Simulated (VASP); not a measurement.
A run of VASP 6.6.1 is set up as follows.

Contents of INCAR:

```
PREC = Accurate
ENCUT = 520
EDIFF = 1E-7
ISMEAR = -1
SIGMA = 0.02
LREAL = Auto
LASPH = T
NELM = 80
ALGO = Normal
ISIF = 2
LWAVE = F
LCHARG = F
GGA = PS
NBANDS = 45
```

The input KPOINTS:

```
regular mesh
0
Gamma
  1 1 1
```

POSCAR

```
H15NO6
1.0
    6.0276500000      0.0000000000      0.0000000000
    0.0000000000      6.0276500000      0.0000000000
    0.0000000000      0.0000000000      6.0276500000
O H N
6 15 1
Direct
    0.0421889128      0.8894511128      0.2967657379
    0.4019145106      0.6392872844      0.4419798761
    0.7239637338      0.6292667955      0.1534760645
    0.5137657296      0.1059616932      0.4818295687
    1.0373528655      0.3427372193      0.4411171850
    0.7110067771      0.2473434921      0.9886937695
    0.1846822559      0.8208008096      0.3282207826
   -0.0774928869      0.7758579214      0.2753311821
    0.2843562582      0.5200036498      0.4159996018
    0.5154247509      0.6533060148      0.2967491477
    0.7336855989      0.4478030410      0.0875631465
    0.6656159531      0.7023964563      0.0194769106
    0.5314508971     -0.0445447231      0.5187925643
    0.4328386685      0.1864574088      0.5980771943
    0.8741051654      0.3355868373      0.4252403507
    1.0657884914      0.1953497632      0.3932046486
    0.8182127363      0.1584531285      0.8870123514
    0.6198601445      0.1317097044      1.0359924680
    0.0909143696      0.2073942581      0.7448176321
    0.1345798114      0.0092407489      0.9641900243
    0.0710392939     -0.0492231633      0.7120685508
    0.0422055030      0.0637727804      0.8239031795
```

Potentials or basis: VASP PAW PBE potentials, release 64 (O, H, N).

Run with:

```bash
$ cat potpaw_PBE.64/O/POTCAR potpaw_PBE.64/H/POTCAR potpaw_PBE.64/N/POTCAR > POTCAR
$ mpirun -np 1 vasp_gam > vasp.out
```

**Question.** Predict the band gap on the k mesh.

**Answer.** 3.98 eV.

**Question.** What does it give for the largest force?

**Answer.** 2.708 eV/Å.

Stress tensor (GPa, compression positive):
```
-0.41 -1.38 -1.03
-1.38  2.72  0.15
-1.03  0.15  0.07
```

Caveat: the k points lie up to 1.04 Å⁻¹ apart; the PAW data sets were made with another functional, which shifts forces and pressure a little.
